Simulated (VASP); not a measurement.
Input of a VASP 6.6.1 run:

File INCAR:

```
PREC = Accurate
ENCUT = 520
EDIFF = 1E-6
ISMEAR = 0
SIGMA = 0.01
LREAL = False
LASPH = True
NELM = 100
ALGO = Normal
ISIF = 2
LWAVE = False
LCHARG = False
GGA = PE
NBANDS = 9
```

KPOINTS

```
regular mesh
0
Gamma
  6 6 6
```

Contents of POSCAR:

```
LiH
1.0
    2.5016587117      0.0000000000      0.0000000000
    0.0000000000      2.5016587117      0.0000000000
    0.0000000000      0.0000000000      2.5016587117
Li H
1 1
Direct
    0.0000000000      0.0000000000      0.0000000000
    0.5000000000      0.5000000000      0.5000000000
```

Potentials or basis: VASP PAW PBE potentials, release 64 (Li_sv, H).

Command:

```sh
$ cat potpaw_PBE.64/Li_sv/POTCAR potpaw_PBE.64/H/POTCAR > POTCAR
$ mpirun -np 1 vasp_std > vasp.out
```

(1) Predict the band gap on the k mesh.

## Answers

(1) 0.72 eV, indirect (least direct gap 4.20 eV).
